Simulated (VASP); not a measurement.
Wanted: the native input for a VASP 6.6.1 run.

| Item | Value |
| --- | --- |
| Task | single point |
| Functional | PBE |
| Potentials or basis | VASP PAW PBE potentials, release 64 (Mg, Cd, Te) |
| Cutoff | 520 eV |
| k mesh | 6 × 6 × 2 |
| Occupations | gaussian, width 0.02 eV |
| Spin | no spin polarisation |
| Dipole correction | no |
| Further INCAR settings | ALGO = Normal; EDIFF = 1e-06; NBANDS = 31 |

The structure of Mg3CdTe4 lies in POSCAR:

```
Mg3CdTe4
1.0
    4.5368970986      0.0000000000      0.0000000000
    0.0000000000      4.5368970986      0.0000000000
    0.0000000000      0.0000000000     12.7556809255
Mg Cd Te
3 1 4
Direct
    0.5000000000      0.5000000000      0.2525576300
    0.0000000000      0.0000000000      0.5000000000
    0.5000000000      0.5000000000      0.7474423700
    0.0000000000      0.0000000000      0.0000000000
    0.5000000000      0.0000000000      0.3762502098
    0.0000000000      0.5000000000      0.6237497902
    0.5000000000      0.0000000000      0.8703183554
    0.0000000000      0.5000000000      0.1296816446
```

This cell differs from its parent crystal: volume scaled by 0.94, then relaxed in part.

These files were run (other wordings do the same):

INCAR

```
PREC = Accurate
ENCUT = 520
EDIFF = 1E-6
ISMEAR = 0
SIGMA = 0.02
LREAL = False
LASPH = True
NELM = 60
ALGO = Normal
ISIF = 2
LWAVE = False
LCHARG = True
GGA = PE
LELF = True
LVHAR = True
NBANDS = 31
```

KPOINTS

```
Automatic mesh
0
Gamma
  6 6 2
```

Potentials or basis: VASP PAW PBE potentials, release 64 (Mg, Cd, Te).

The run is started by

```sh
$ cat potpaw_PBE.64/Mg/POTCAR potpaw_PBE.64/Cd/POTCAR potpaw_PBE.64/Te/POTCAR > POTCAR
$ mpirun -np 1 vasp_std > vasp.out
```

It gave:

```yaml
Pressure: 2.4 GPa
Largest_force: 0.019 eV/Å
Band_gap_on_the_k_mesh: 2.01 eV, direct
```

Caveat: spin-orbit coupling is left out, which moves the levels of the heavy elements.

Wall time 3.3 min on 1 thread of Intel Xeon 6975P-C (shared host), peak memory 0.44 GiB.
